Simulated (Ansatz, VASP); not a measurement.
## Ga: VASP beside Ansatz

Contents of INCAR:

```
ALGO     = Normal         # electronic algorithm
EDIFF    = 1E-8           # SCF threshold, eV
ENCUT    = 520            # plane-wave cutoff, eV
GGA      = PE             # functional
ISIF     = 2              # what is computed and relaxed
ISMEAR   = -1             # smearing method
LASPH    = T              # aspherical terms in the spheres
LCHARG   = F              # write CHGCAR
LEFG     = T            
LREAL    = F              # projectors in reciprocal space
LWAVE    = F              # write WAVECAR
NBANDS   = 12             # bands
NELM     = 100            # most SCF steps
PREC     = Accurate       # precision mode
SIGMA    = 0.03           # smearing width, eV
```

The input KPOINTS:

```
k-points
0
Gamma
  16 16 16
```

Contents of POSCAR:

```
Ga
1.0
   -1.3898172122      1.3898172122      2.2064833090
    1.3898172122     -1.3898172122      2.2064833090
    1.3898172122      1.3898172122     -2.2064833090
Ga
1
Direct
    0.0000000000      0.0000000000      0.0000000000
```

Input for Ansatz:

```yaml
crystal:
  lattice:
    - [-1.3898172122, 1.3898172122, 2.206483309]
    - [1.3898172122, -1.3898172122, 2.206483309]
    - [1.3898172122, 1.3898172122, -2.206483309]
  atoms:
    - { symbol: Ga, position: [0.0, 0.0, 0.0] }
kpoints:
  mp_grid: { grid: [16, 16, 16] }
scf:
  occupations: { method: fermi_dirac, width: 0.03 }
hamiltonian:
  xc: pbe
  pseudopotentials: { kind: paw }
output:
  forces: true
  stress: true
  eigenvalues: true
  efg: { contact_densities: true }
```

Change from the starting cell: volume scaled by 0.97, PAW files.

Alike in both runs: task electric field gradients; functional PBE; k mesh 16 × 16 × 16; occupations fermi-dirac, width 0.03 eV; no spin polarisation.

```csv
,VASP,Ansatz
version,VASP 6.6.1,Ansatz 0.2.0
potentials or method,"VASP PAW PBE potentials, release 64 (Ga_d)","PAW with Ansatz's default frozen-core files, scalar-relativistic"
plane-wave cutoff (eV),520,420
valence electrons in the cell,13,13
```

Ansatz gave:

```
pressure (GPa)                                                : 6.7
traceless stress, the component that is largest in VASP (GPa) : -0.81
size of Vzz on the site where it differs most (V/Å²)          : 23.7
```

**Question.** Estimate VASP's values.

**Answer.** Pressure (GPa): 6.9; traceless stress, the component that is largest in VASP (GPa): -0.84; size of Vzz on the site where it differs most (V/Å²): 22.4.

The functional is the same, so the differences come from potentials, cutoffs and numerics.
